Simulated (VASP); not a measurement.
# SiO2 (P6_322) in VASP: a series of runs, part 2 of 2

VASP 6.6.1. Earlier steps stand in the parts before.

## 3. Single point, r2SCAN (14.27 Å³/atom)

This run uses another cell than the first one, of 14.27 Å³/atom.

POSCAR reads:

```
SiO2
1.0
    4.8142236114      0.0000000000      0.0000000000
   -2.4071118057      4.1692399470      0.0000000000
    0.0000000000      0.0000000000      8.5291279463
Si O
4 8
Direct
    0.6666666667      0.3333333333      0.9364916721
    0.6666666667      0.3333333333      0.5635083279
    0.3333333333      0.6666666667      0.0635083279
    0.3333333333      0.6666666667      0.4364916721
    0.0000000000      0.3756391413      0.0000000000
    0.3756391413      0.3756391413      0.5000000000
    0.6243608587      0.0000000000      0.5000000000
    0.6243608587      0.6243608587      0.0000000000
    0.0000000000      0.6243608587      0.5000000000
    0.6666666667      0.3333333333      0.7500000000
    0.3333333333      0.6666666667      0.2500000000
    0.3756391413      0.0000000000      0.0000000000
```

INCAR.step1 reads:

```
ALGO = Normal ; EDIFF = 1E-4
ENCUT = 520 ; GGA = PE
ISMEAR = 0 ; LASPH = T
LCHARG = F ; LREAL = F
LWAVE = T ; NBANDS = 44
NELM = 60 ; PREC = Accurate
SIGMA = 0.02
```

INCAR.step2 reads:

```
ALGO = Normal ; EDIFF = 1E-7
ENCUT = 520 ; ISIF = 2
ISMEAR = 0 ; ISTART = 1
LASPH = T ; LCHARG = T
LELF = T ; LMIXTAU = T
LREAL = F ; LVHAR = T
LWAVE = F ; METAGGA = R2SCAN
NBANDS = 44 ; NELM = 60
PREC = Accurate ; SIGMA = 0.02
```

KPOINTS reads:

```
k-points
0
Gamma
  6 6 4
```

Potentials or basis: VASP PAW PBE potentials, release 64 (Si, O).

Launch:

```console
$ cat potpaw_PBE.64/Si/POTCAR potpaw_PBE.64/O/POTCAR > POTCAR
$ cp INCAR.step1 INCAR
$ mpirun -np 1 vasp_std > vasp.out
$ cp INCAR.step2 INCAR
$ mpirun -np 1 vasp_std > vasp.out
```

It took 15 min on 1 thread of AMD EPYC 7R43 (Zen 3), shared host; peak memory 0.31 GiB.

It converged, with:

| Item | Value |
| --- | --- |
| Free energy | -118.8811 eV |
| Pressure | 4.3 GPa |
| Largest force | 0.037 eV/Å |
| Band gap on the k mesh | 6.29 eV (least direct gap 6.41 eV) |

Forces in eV/Å, atoms in the order of the input:
```
Si   0.000  0.000 -0.037
Si   0.000  0.000  0.037
Si   0.000  0.000  0.037
Si   0.000  0.000 -0.037
O    0.002 -0.004  0.000
O   -0.002 -0.004  0.000
O    0.005  0.000  0.000
O    0.002  0.004  0.000
O   -0.002  0.004  0.000
O    0.000  0.000  0.000
O    0.000  0.000  0.000
O   -0.005  0.000  0.000
```

Levels at points of the mesh, in eV from the valence-band top:
| k point | band 29 | band 30 | band 31 | band 32 | band 33 | band 34 | band 35 | band 36 |
| --- | --- | --- | --- | --- | --- | --- | --- | --- |
| (0.00, 0.00, 0.00) | -0.71 | -0.71 | -0.12 | -0.12 | 6.29 | 8.93 | 8.98 | 10.37 |
| (0.50, 0.00, 0.00) | -0.96 | -0.76 | -0.67 | -0.12 | 8.74 | 9.36 | 9.67 | 9.98 |
| (0.00, 0.00, 0.50) | -0.68 | -0.68 | -0.12 | -0.12 | 7.14 | 7.14 | 10.31 | 10.31 |
| (0.50, 0.00, 0.50) | -0.76 | -0.76 | -0.45 | -0.45 | 9.19 | 9.19 | 9.56 | 9.56 |

Caveat: the cell stands under pressure; the PAW data sets were made with another functional, which shifts forces and pressure a little. A k mesh can miss the band edges.

## 4. Single point, r2SCAN (14.74 Å³/atom)

This run uses another cell than the first one, of 14.74 Å³/atom.

POSCAR reads:

```
SiO2
1.0
    4.8884344696      0.0000000000      0.0000000000
   -2.4442172348      4.2335084354      0.0000000000
    0.0000000000      0.0000000000      8.5448415177
Si O
4 8
Direct
    0.6666666667      0.3333333333      0.9366595805
    0.6666666667      0.3333333333      0.5633404195
    0.3333333333      0.6666666667      0.0633404195
    0.3333333333      0.6666666667      0.4366595805
    0.0000000000      0.3871352073      0.0000000000
    0.3871352073      0.3871352073      0.5000000000
    0.6128647927      0.0000000000      0.5000000000
    0.6128647927      0.6128647927      0.0000000000
    0.0000000000      0.6128647927      0.5000000000
    0.6666666667      0.3333333333      0.7500000000
    0.3333333333      0.6666666667      0.2500000000
    0.3871352073      0.0000000000      0.0000000000
```

INCAR.step1 reads:

```
PREC = Accurate ; ENCUT = 520
ISMEAR = 0 ; SIGMA = 0.02
LREAL = False ; LASPH = True
NELM = 100 ; NBANDS = 44
GGA = PE ; ALGO = Normal
EDIFF = 1E-4 ; LWAVE = True
LCHARG = False
```

INCAR.step2 reads:

```
PREC = Accurate ; ENCUT = 520
EDIFF = 1E-6 ; ISMEAR = 0
SIGMA = 0.02 ; LREAL = False
LASPH = True ; NELM = 100
ALGO = Normal ; ISIF = 2
LWAVE = False ; LCHARG = True
METAGGA = R2SCAN ; LMIXTAU = True
LELF = True ; LVHAR = True
NBANDS = 44 ; ISTART = 1
```

KPOINTS reads:

```
regular mesh
0
Gamma
  6 6 4
```

Launch:

```console
$ cat potpaw_PBE.64/Si/POTCAR potpaw_PBE.64/O/POTCAR > POTCAR
$ cp INCAR.step1 INCAR
$ mpirun -np 1 vasp_std > vasp.out
$ cp INCAR.step2 INCAR
$ mpirun -np 1 vasp_std > vasp.out
```

Wall time 14 min (1 thread of AMD EPYC 7R43 (Zen 3), shared host); peak memory 0.31 GiB.

It converged, with:

```yaml
Free_energy: -119.0081 eV
Pressure: 2.6 GPa
Largest_force: 0.029 eV/Å
Band_gap_on_the_k_mesh: 6.25 eV (least direct gap 6.36 eV)
```

Forces on the atoms (eV/Å):
```
Si   0.000  0.000 -0.029
Si   0.000  0.000  0.029
Si   0.000  0.000  0.029
Si   0.000  0.000 -0.029
O    0.001 -0.002  0.000
O   -0.001 -0.002  0.000
O    0.003  0.000  0.000
O    0.001  0.002  0.000
O   -0.001  0.002  0.000
O    0.000  0.000  0.000
O    0.000  0.000  0.000
O   -0.003  0.000  0.000
```

Levels at points of the mesh, in eV from the valence-band top:
```tsv
k point	band 29	band 30	band 31	band 32	band 33	band 34	band 35	band 36
(0.00, 0.00, 0.00)	-0.76	-0.76	-0.10	-0.10	6.25	8.88	8.89	10.16
(0.50, 0.00, 0.00)	-0.96	-0.75	-0.66	-0.09	8.67	9.22	9.59	9.99
(0.00, 0.00, 0.50)	-0.68	-0.68	-0.14	-0.14	7.09	7.09	10.25	10.25
(0.50, 0.00, 0.50)	-0.75	-0.75	-0.42	-0.42	9.14	9.14	9.43	9.43
```

Caveat: the PAW data sets were made with another functional, which shifts forces and pressure a little. A k mesh can miss the band edges.

## 5. Single point, r2SCAN

This run uses another cell than the first one, of 15.68 Å³/atom.

POSCAR reads:

```
SiO2
1.0
    5.0360755043      0.0000000000      0.0000000000
   -2.5180377521      4.3613693221      0.0000000000
    0.0000000000      0.0000000000      8.5650778680
Si O
4 8
Direct
    0.6666666667      0.3333333333      0.9370460690
    0.6666666667      0.3333333333      0.5629539310
    0.3333333333      0.6666666667      0.0629539310
    0.3333333333      0.6666666667      0.4370460690
    0.0000000000      0.4133082358      0.0000000000
    0.4133082358      0.4133082358      0.5000000000
    0.5866917642      0.0000000000      0.5000000000
    0.5866917642      0.5866917642      0.0000000000
    0.0000000000      0.5866917642      0.5000000000
    0.6666666667      0.3333333333      0.7500000000
    0.3333333333      0.6666666667      0.2500000000
    0.4133082358      0.0000000000      0.0000000000
```

INCAR.step1 reads:

```
ALGO = Normal ; EDIFF = 1E-4
ENCUT = 520 ; GGA = PE
ISMEAR = 0 ; LASPH = True
LCHARG = False ; LREAL = False
LWAVE = True ; NBANDS = 44
NELM = 100 ; PREC = Accurate
SIGMA = 0.02
```

INCAR.step2 reads:

```
ALGO = Normal ; EDIFF = 1E-6
ENCUT = 520 ; ISIF = 2
ISMEAR = 0 ; ISTART = 1
LASPH = True ; LCHARG = False
LMIXTAU = True ; LREAL = False
LWAVE = False ; METAGGA = R2SCAN
NBANDS = 44 ; NELM = 100
PREC = Accurate ; SIGMA = 0.02
```

KPOINTS reads:

```
k-points
0
Gamma
  6 6 4
```

Launch:

```console
$ cat potpaw_PBE.64/Si/POTCAR potpaw_PBE.64/O/POTCAR > POTCAR
$ cp INCAR.step1 INCAR
$ mpirun -np 1 vasp_std > vasp.out
$ cp INCAR.step2 INCAR
$ mpirun -np 1 vasp_std > vasp.out
```

Run time: 5 min. Hardware: 1 thread of Intel Xeon 6975P-C (Granite Rapids), shared host; peak memory 0.39 GiB.

It converged, with:

| Quantity | Value |
| --- | --- |
| Free energy | -119.1139 eV |
| Pressure | 0.1 GPa |
| Largest force | 0.017 eV/Å |
| Band gap on the k mesh | 6.18 eV (least direct gap 6.24 eV) |

Forces on the atoms (eV/Å):
```
Si   0.000  0.000 -0.017
Si   0.000  0.000  0.017
Si   0.000  0.000  0.017
Si   0.000  0.000 -0.017
O    0.000  0.000  0.000
O    0.000  0.000  0.000
O   -0.001  0.000  0.000
O    0.000  0.000  0.000
O    0.000  0.000  0.000
O    0.000  0.000  0.000
O    0.000  0.000  0.000
O    0.001  0.000  0.000
```

Levels at points of the mesh, in eV from the valence-band top:
| k point | band 28 | band 29 | band 30 | band 31 | band 32 | band 33 | band 34 | band 35 | band 36 | band 37 |
| --- | --- | --- | --- | --- | --- | --- | --- | --- | --- | --- |
| (0.00, 0.00, 0.00) | -0.83 | -0.83 | -0.79 | -0.06 | -0.06 | 6.18 | 8.69 | 8.79 | 9.78 | 10.38 |
| (0.50, 0.00, 0.00) | -1.23 | -0.96 | -0.76 | -0.65 | -0.04 | 8.54 | 8.89 | 9.43 | 10.05 | 10.06 |
| (0.00, 0.00, 0.50) | -0.81 | -0.65 | -0.65 | -0.19 | -0.19 | 6.99 | 6.99 | 10.16 | 10.16 | 10.40 |
| (0.50, 0.00, 0.50) | -1.11 | -0.75 | -0.75 | -0.37 | -0.37 | 9.01 | 9.01 | 9.15 | 9.15 | 10.18 |

Caveat: the PAW data sets were made with another functional, which shifts forces and pressure a little. A k mesh can miss the band edges.

## 6. Single point, r2SCAN

This run uses another cell than the first one, of 15.68 Å³/atom.

POSCAR is that of step 5.

INCAR.step1 reads:

```
SYSTEM = SiO2
  ALGO = Normal
  EDIFF = 1E-4
  ENCUT = 520
  GGA = PE
  ISMEAR = 0
  LASPH = .TRUE.
  LCHARG = .FALSE.
  LREAL = .FALSE.
  LWAVE = .TRUE.
  NBANDS = 44
  NELM = 60
  PREC = Accurate
  SIGMA = 0.02
```

INCAR.step2 reads:

```
SYSTEM = SiO2
  ALGO = Normal
  EDIFF = 1E-7
  ENCUT = 520
  ISIF = 2
  ISMEAR = 0
  ISTART = 1
  LASPH = .TRUE.
  LCHARG = .FALSE.
  LMIXTAU = .TRUE.
  LREAL = .FALSE.
  LWAVE = .FALSE.
  METAGGA = R2SCAN
  NBANDS = 44
  NELM = 60
  PREC = Accurate
  SIGMA = 0.02
```

KPOINTS reads:

```
k-points
0
G
  6 6 4
  0 0 0
```

Potentials or basis: VASP PAW PBE potentials, release 64 (Si, O).

Launch:

```console
$ cat potpaw_PBE.64/Si/POTCAR potpaw_PBE.64/O/POTCAR > POTCAR
$ cp INCAR.step1 INCAR
$ mpirun -np 1 vasp_std > vasp.out
$ cp INCAR.step2 INCAR
$ mpirun -np 1 vasp_std > vasp.out
```

Run time: 6.2 min. Hardware: 1 thread of Intel Xeon 6975P-C (Granite Rapids), shared host; peak memory 0.41 GiB.

The run converged. Its results:

```
Free energy            : -119.1139 eV
Pressure               : 0.1 GPa
Largest force          : 0.017 eV/Å
Band gap on the k mesh : 6.18 eV (least direct gap 6.24 eV)
```

Forces in eV/Å, atoms in the order of the input:
```
Si   0.000  0.000 -0.017
Si   0.000  0.000  0.017
Si   0.000  0.000  0.017
Si   0.000  0.000 -0.017
O    0.000  0.000  0.000
O    0.000  0.000  0.000
O   -0.001  0.000  0.000
O    0.000  0.000  0.000
O    0.000  0.000  0.000
O    0.000  0.000  0.000
O    0.000  0.000  0.000
O    0.001  0.000  0.000
```

Levels at points of the mesh, in eV from the valence-band top:
```tsv
k point	band 30	band 31	band 32	band 33	band 34	band 35
(0.00, 0.00, 0.00)	-0.79	-0.06	-0.06	6.18	8.69	8.79
(0.50, 0.00, 0.00)	-0.76	-0.65	-0.04	8.54	8.89	9.43
(0.00, 0.00, 0.50)	-0.65	-0.19	-0.19	6.99	6.99	10.16
(0.50, 0.00, 0.50)	-0.75	-0.37	-0.37	9.01	9.01	9.15
```

Caveat: the PAW data sets were made with another functional, which shifts forces and pressure a little. A k mesh can miss the band edges.

## 7. The runs side by side

```csv
cell,gap on the mesh (eV),pressure (GPa),largest force (eV/Å)
"a = 4.739, b = 4.739, c = 8.511 Å, angles 90.0, 90.0, 120.0°, 12 atoms, atomic positions A",6.32,6.4,0.04
"a = 4.814, b = 4.814, c = 8.529 Å, angles 90.0, 90.0, 120.0°, 12 atoms, atomic positions B",6.29,4.3,0.04
"a = 4.888, b = 4.888, c = 8.545 Å, angles 90.0, 90.0, 120.0°, 12 atoms, atomic positions C",6.25,2.6,0.03
"a = 5.036, b = 5.036, c = 8.565 Å, angles 90.0, 90.0, 120.0°, 12 atoms, atomic positions D",6.18,0.1,0.02
```

Alike in all rows: task single point; level r2SCAN; potentials or basis VASP PAW PBE potentials, release 64 (Si, O); no spin polarisation; k mesh 6 × 6 × 4; cutoff (eV) 520; smearing gaussian 0.02 eV.

Caveats: the PAW data sets were made with another functional, which shifts forces and pressure a little; the cell stands under pressure (at least some runs).

Total energies depend on the potentials used, so only differences within one code and one set of settings carry meaning.
